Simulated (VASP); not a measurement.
# Ca: single point with LDA

Crystal: Ca.

```
Ca
1.0
     3.77371    0.00000    0.00000
    -1.88686    3.26813    0.00000
     0.00000    0.00000    6.21717
Ca
2
Direct
  0.33333 0.66667 0.25000
  0.66667 0.33333 0.75000
```

```yaml
Program: VASP 6.6.1
Task: single point
Functional: LDA
Potentials_or_basis: VASP PAW LDA potentials, release 64 (Ca_sv)
Cutoff: 520 eV
k_mesh: 11 × 11 × 6
Occupations: fermi-dirac, width 0.1 eV
Spin: no spin polarisation
```

```
Pressure               : 0.0 GPa
Band gap on the k mesh : zero (band 10 reaches 2.37 eV, above the bottom of band 11 at 2.12 eV)
```

Levels at points of the mesh, in eV from the Fermi level:
| k point | band 6 | band 7 | band 8 | band 9 | band 10 | band 11 | band 12 | band 13 | band 14 | band 15 |
| --- | --- | --- | --- | --- | --- | --- | --- | --- | --- | --- |
| (0.00, 0.00, 0.00) | -22.54 | -22.54 | -22.54 | -4.21 | -1.14 | -0.07 | 2.27 | 2.32 | 2.32 | 2.65 |
| (0.00, 0.00, 0.50) | -22.56 | -22.56 | -22.56 | -3.12 | -3.12 | 1.37 | 1.37 | 2.31 | 2.31 | 2.31 |

Run time: 34 s on 1 thread of AMD EPYC 9R45 96-Core Processor (Zen 5), on a shared host, peak memory 0.17 GiB.
